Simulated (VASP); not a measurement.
# PbO (P6_3mc) in VASP: notebook

Runs on PbO. Level: PBE. Tasks: single point.

All numbers are computed with VASP 6.6.1; they aren't measurements. Logs are shortened: lines on timing, memory, paths and dates and some standing lists are left out, and cuts for length are marked.

### Step 1. The cell of the first run

It takes space group P6_3mc (No. 186, hexagonal). The conventional cell has a = 4.191 Å, b = 4.191 Å, c = 5.551 Å, α = 90.00°, β = 90.00°, γ = 120.00°. Within 3.1 Å of Pb (site symmetry 3m) lie 4 O at 2.36 to 2.46 Å. Within 3.1 Å of O (site symmetry 3m) lie 4 Pb at 2.36 to 2.46 Å.

### Step 2. Single point, PBE (volume scaled by 0.945)

INCAR

```
PREC = Accurate
ENCUT = 520
EDIFF = 1E-7
ISMEAR = 0
SIGMA = 0.05
LREAL = F
LASPH = T
NELM = 100
ALGO = Normal
ISIF = 2
LWAVE = F
LCHARG = F
GGA = PE
NBANDS = 28
```

KPOINTS

```
Automatic mesh
0
Gamma
  10 10 6
```

POSCAR

```
PbO
1.0
    4.1911989683      0.0000000000      0.0000000000
   -2.0955994842      3.6296847789      0.0000000000
    0.0000000000      0.0000000000      5.5514916568
Pb O
2 2
Direct
    0.6666666667      0.3333333333      0.0250231830
    0.3333333333      0.6666666667      0.5250231830
    0.6666666667      0.3333333333      0.6001768170
    0.3333333333      0.6666666667      0.1001768170
```

Potentials or basis: VASP PAW PBE potentials, release 64 (Pb_d, O).

Command:

```console
$ cat potpaw_PBE.64/Pb_d/POTCAR potpaw_PBE.64/O/POTCAR > POTCAR
$ mpirun -np 1 vasp_std > vasp.out
```

OUTCAR:

```text
PREC = Accurate
   ENCUT = 520
   EDIFF = 1E-7
   ISMEAR = 0
   LREAL = F
   LASPH = T
   NELM = 100
   ISIF = 2
   GGA = PE

 ion  position               nearest neighbor table
   1  0.667  0.333  0.025-   3 2.36   4 2.46   4 2.46   4 2.46   2 3.68   2 3.68   2 3.68   2 3.68
                             2 3.68   2 3.68
   2  0.333  0.667  0.525-   4 2.36   3 2.46   3 2.46   3 2.46   1 3.68   1 3.68   1 3.68   1 3.68
                             1 3.68   1 3.68
   3  0.667  0.333  0.600-   1 2.36   2 2.46   2 2.46   2 2.46
   4  0.333  0.667  0.100-   2 2.36   1 2.46   1 2.46   1 2.46

  LATTYP: Found a hexagonal cell.
 ALAT       =     4.1911989683
 C/A-ratio  =     1.3245593203

  Lattice vectors:

 A1 = (   4.1911989683,   0.0000000000,   0.0000000000)
 A2 = (  -2.0955994842,   3.6296847789,   0.0000000000)
 A3 = (   0.0000000000,   0.0000000000,   5.5514916568)

Analysis of symmetry for initial positions (statically):
=====================================================================
 Subroutine PRICEL returns:
 Original cell was already a primitive cell.

 Routine SETGRP: Setting up the symmetry group for a
 hexagonal supercell.

 Subroutine GETGRP returns: Found 12 space group operations
 (whereof  6 operations were pure point group operations)
 out of a pool of 24 trial point group operations.

The static configuration has the point symmetry C_3v.
 The point group associated with its full space group is C_6v.

Analysis of symmetry for dynamics (positions and initial velocities):
=====================================================================
 Subroutine PRICEL returns:
 Original cell was already a primitive cell.

 Routine SETGRP: Setting up the symmetry group for a
 hexagonal supercell.

 Subroutine GETGRP returns: Found 12 space group operations
 (whereof  6 operations were pure point group operations)
 out of a pool of 24 trial point group operations.

The dynamic configuration has the point symmetry C_3v.
 The point group associated with its full space group is C_6v.

 Subroutine INISYM returns: Found 12 space group operations
 (whereof  6 operations are pure point group operations),
 and found     1 'primitive' translations

----------------------------------------------------------------------------------------

                                     Primitive cell

  volume of cell :      84.4533

[... 85 lines left out ...]
   ICHARG =      2    charge: 1-file 2-atom 10-const
   ISPIN  =      1    spin polarized calculation?
   LNONCOLLINEAR =      F non collinear calculations
   LSORBIT =      F    spin-orbit coupling
   LASPH  =      T    aspherical Exc in radial PAW
   ENCUT  =  520.0 eV  38.22 Ry    6.18 a.u.   7.79  7.79 10.32*2*pi/ulx,y,z
   NELM   =    100;   NELMIN=  2; NELMDL= -5     # of ELM steps
   EDIFF  = 0.1E-06   stopping-criterion for ELM
   LREAL  =      F    real-space projection
   EDIFFG = 0.1E-05   stopping-criterion for IOM
   NSW    =      0    number of steps for IOM
   IBRION =     -1    ionic relax: 0-MD 1-quasi-New 2-CG
   NFREE  =      0    steps in history (QN), initial steepest desc. (CG)
   ISIF   =      2    stress and relaxation
   ISYM   =      2    0-nonsym 1-usesym 2-fastsym
   POTIM  = 0.5000    time-step for ionic-motion
   TEBEG  =    0.0;   TEEND  =   0.0 temperature during run
   PSTRESS=    0.0 pullay stress
   NELECT =      40.0000    total number of electrons
   NUPDOWN=      -1.0000    fix difference up-down
   EMIN   =  10.00;   EMAX   =-10.00  energy-range for DOS
   EFERMI =   0.00;   METHOD = LEGACY
   ISMEAR =     0;   SIGMA  =   0.05  broadening in eV -4-tet -1-fermi 0-gaus
   EFERMI_NEDOS =   21; number of points for ismear=-14 and -15
   IALGO  =     38    algorithm
   IMIX   =      4    mixing-type and parameters
     AMIX     =   0.40;   BMIX     =  1.00
     AMIX_MAG =   1.60;   BMIX_MAG =  1.00
  volume/ion in A,a.u.               =      21.11       142.48
  Fermi-wavevector in a.u.,A,eV,Ry     =   1.276113  2.411504 22.156610  1.628465
  Thomas-Fermi vector in A             =   2.408788
   LORBIT       =      0    0 simple, 1 ext, 2 COOP (PROOUT), +10 PAW based schemes
   GGA     = PE    functional components
   LHFCALC =     F    Hartree Fock is set to
   AEXX    =    0.0000 exact exchange contribution
   IVDW    =     0    specifies the selected vdW correction
   LEPSILON=     F    determine dielectric tensor
   LRPA    =     F    only Hartree local field effects (RPA)
 non-spin polarized calculation
 Gauss-broadening in eV      SIGMA  =   0.05
  energy-cutoff  :      520.00
  volume of cell :       84.45
 maximum number of plane-waves:      2302
 NGX is ok and might be reduce to    32
   NGX = 15   NGY = 15   NGZ = 21

 number of electron      40.0000006 magnetization

 Free energy of the ion-electron system (eV)
  ---------------------------------------------------
  ext. energy  EPLUGINS =         0.00000000
  ---------------------------------------------------
  free energy    TOTEN  =       -20.84406848 eV

  energy without entropy =      -20.84406848  energy(sigma->0) =      -20.84406848

 E-fermi :   5.1237     XC(G=0):  -9.5204

 val. band max:        4.8186932485   @ k =   0.3000   0.3000   0.5000
 cond. band min:       6.6218974607   @ k =   0.5000   0.0000   0.3333
 fundamental gap:      1.8032042122
 Fermi energy:         5.1237028015

 k-point     1 :       0.0000    0.0000    0.0000
  band No.  band energies     occupation
      1     -13.0027      2.00000
      2     -12.8189      2.00000
      3     -11.3497      2.00000
      4     -11.3497      2.00000
      5     -11.3085      2.00000
      6     -11.3085      2.00000
[... 733 lines left out ...]
     27      13.1165      0.00000
     28      15.0675      0.00000

 [... further k-points ...]
[... 5 lines left out ...]
  --------------------------------------------------------------------------------------
  -------------------------------------------------------------------------------------
  Total        1.5863265      1.5863265      1.6128652     -0.0000000     -0.0000000      0.0000000
  in kB       30.0944407     30.0944407     30.5979110     -0.0000000     -0.0000000      0.0000000
  external PRESSURE =      30.2622641 kB  Pullay stress =       0.0000000 kB

 VOLUME and BASIS-vectors are now :
 -----------------------------------------------------------------------------
  energy-cutoff  :      520.00
  volume of cell :       84.45
      direct lattice vectors                 reciprocal lattice vectors
     4.191198968  0.000000000  0.000000000     0.238595210  0.137753009  0.000000000
    -2.095599484  3.629684779  0.000000000     0.000000000  0.275506018  0.000000000
     0.000000000  0.000000000  5.551491657     0.000000000  0.000000000  0.180131767

 POSITION                                       TOTAL-FORCE (eV/Angst)
 -----------------------------------------------------------------------------------
      2.09560      1.20989      0.13892         0.000000      0.000000      0.014933
     -0.00000      2.41979      2.91466         0.000000     -0.000000      0.014933
      2.09560      1.20989      3.33188         0.000000     -0.000000     -0.014933
     -0.00000      2.41979      0.55613        -0.000000      0.000000     -0.014933
 -----------------------------------------------------------------------------------
    total drift:                                0.000000      0.000000      0.000002

  FREE ENERGIE OF THE ION-ELECTRON SYSTEM (eV)
  ---------------------------------------------------
  free  energy   TOTEN  =       -20.8440684783 eV

  energy  without entropy=      -20.8440684783  energy(sigma->0) =      -20.84406848
```

OSZICAR:

```text
N       E                     dE             d eps       ncg     rms          rms(c)
DAV:   1     0.481440815708E+03    0.48144E+03   -0.20005E+04  3136   0.168E+03
DAV:   2     0.387648330749E+02   -0.44268E+03   -0.42571E+03  3224   0.448E+02
DAV:   3    -0.226992318900E+02   -0.61464E+02   -0.59435E+02  3976   0.184E+02
DAV:   4    -0.255665827109E+02   -0.28674E+01   -0.28582E+01  3652   0.420E+01
DAV:   5    -0.256617574885E+02   -0.95175E-01   -0.95165E-01  3764   0.806E+00    0.126E+01
DAV:   6    -0.213610502834E+02    0.43007E+01   -0.26797E+01  4780   0.363E+01    0.706E+00
DAV:   7    -0.208786597890E+02    0.48239E+00   -0.43007E+00  4112   0.150E+01    0.236E+00
DAV:   8    -0.208550090507E+02    0.23651E-01   -0.70985E-01  3252   0.607E+00    0.117E+00
DAV:   9    -0.208418983084E+02    0.13111E-01   -0.42576E-02  4232   0.149E+00    0.300E-01
DAV:  10    -0.208441627511E+02   -0.22644E-02   -0.72593E-03  3656   0.499E-01    0.168E-01
DAV:  11    -0.208440354637E+02    0.12729E-03   -0.82385E-04  4424   0.192E-01    0.494E-02
DAV:  12    -0.208440651149E+02   -0.29651E-04   -0.12226E-04  3440   0.603E-02    0.109E-02
DAV:  13    -0.208440674197E+02   -0.23048E-05   -0.10067E-05  4100   0.279E-02    0.204E-03
DAV:  14    -0.208440684989E+02   -0.10791E-05   -0.16141E-06  3704   0.130E-02    0.662E-04
DAV:  15    -0.208440684783E+02    0.20535E-07   -0.12017E-07  3092   0.370E-03
   1 F= -.20844068E+02 E0= -.20844068E+02  d E =-.391334E-19
```

stdout:

```text
POSCAR found type information on POSCAR PbO
 POSCAR found :  2 types and       4 ions
 scaLAPACK will be used
 LDA part: xc-table for (Slater+PW92), standard interpolation
 POSCAR, INCAR and KPOINTS ok, starting setup
 FFT: planning ... GRIDC
 FFT: planning ... GRID_SOFT
 FFT: planning ... GRID
 WAVECAR not read
 entering main loop
```

Wall time 68 s (1 thread of Intel Xeon Platinum 8488C (Sapphire Rapids), shared host); peak memory 0.26 GiB.

Results:

| Property | Result |
| --- | --- |
| Free energy | -20.8441 eV |
| Pressure | 3.0 GPa |
| Largest force | 0.015 eV/Å |
| Band gap on the k mesh | 1.80 eV, indirect (least direct gap 1.95 eV) |

Forces on the atoms (eV/Å):
```
Pb   0.000  0.000  0.015
Pb   0.000  0.000  0.015
O    0.000  0.000 -0.015
O    0.000  0.000 -0.015
```

Levels at points of the mesh, in eV from the valence-band top:
```tsv
k point	band 16	band 17	band 18	band 19	band 20	band 21	band 22	band 23	band 24	band 25
(0.00, 0.00, 0.00)	-2.99	-2.99	-2.23	-2.23	-2.19	3.85	4.65	4.65	5.32	5.32
(0.50, 0.00, 0.00)	-3.81	-3.01	-2.65	-1.00	-0.94	2.14	3.59	4.82	5.28	5.54
(0.00, 0.00, 0.50)	-2.59	-2.59	-2.59	-1.58	-1.58	3.58	3.58	4.73	4.73	4.73
(0.50, 0.00, 0.50)	-3.23	-2.64	-2.64	-0.64	-0.64	1.83	1.83	4.75	4.75	5.67
```

Caveat: spin-orbit coupling is left out, which moves the levels of the heavy elements. A k mesh can miss the band edges.

### Step 3. Single point, PBE (volume scaled by 0.960)

INCAR

```
SYSTEM = PbO
PREC     = Accurate       ! precision mode
ENCUT    = 520            ! plane-wave cutoff, eV
EDIFF    = 1E-7           ! SCF threshold, eV
ISMEAR   = 0              ! smearing method
SIGMA    = 0.05           ! smearing width, eV
LREAL    = .False.        ! projectors in reciprocal space
LASPH    = .True.         ! aspherical terms in the spheres
NELM     = 80             ! most SCF steps
ALGO     = Normal         ! electronic algorithm
ISIF     = 2              ! what is computed and relaxed
LWAVE    = .False.        ! write WAVECAR
LCHARG   = .False.        ! write CHGCAR
GGA      = PE             ! functional
NBANDS   = 28             ! bands
```

KPOINTS

```
Automatic mesh
0
Gamma
  10 10 6
  0 0 0
```

POSCAR

```
PbO
1.0
    4.1932657219      0.0000000000      0.0000000000
   -2.0966328610      3.6314746400      0.0000000000
    0.0000000000      0.0000000000      5.6340527020
Pb O
2 2
Direct
    0.6666666667      0.3333333333      0.0217739894
    0.3333333333      0.6666666667      0.5217739894
    0.6666666667      0.3333333333      0.6034260106
    0.3333333333      0.6666666667      0.1034260106
```

Potentials or basis: VASP PAW PBE potentials, release 64 (Pb_d, O).

Command:

```console
$ cat potpaw_PBE.64/Pb_d/POTCAR potpaw_PBE.64/O/POTCAR > POTCAR
$ mpirun -np 1 vasp_std > vasp.out
```

Run time: 79 s. Hardware: 1 thread of Intel Xeon Platinum 8488C (Sapphire Rapids), shared host; peak memory 0.26 GiB.

The run converged. Its results:

```yaml
Free_energy: -20.8659 eV
Pressure: 2.1 GPa
Largest_force: 0.013 eV/Å
Band_gap_on_the_k_mesh: 1.85 eV, indirect (least direct gap 2.05 eV)
```

Forces in eV/Å, atoms in the order of the input:
```
Pb   0.000  0.000  0.013
Pb   0.000  0.000  0.013
O    0.000  0.000 -0.013
O    0.000  0.000 -0.013
```

Levels at points of the mesh, in eV from the valence-band top:
```
           k point  band 16  band 17  band 18  band 19  band 20  band 21  band 22  band 23  band 24  band 25
(0.00, 0.00, 0.00)    -2.88    -2.88    -2.14    -2.14    -2.10     3.79     4.70     4.70     5.36     5.36
(0.50, 0.00, 0.00)    -3.67    -2.92    -2.55    -0.95    -0.81     2.18     3.51     4.79     5.33     5.58
(0.00, 0.00, 0.50)    -2.49    -2.49    -2.49    -1.57    -1.57     3.58     3.58     4.81     4.81     4.81
(0.50, 0.00, 0.50)    -3.11    -2.60    -2.60    -0.64    -0.64     1.88     1.88     4.79     4.79     5.68
```

Caveat: spin-orbit coupling is left out, which moves the levels of the heavy elements. A k mesh can miss the band edges.
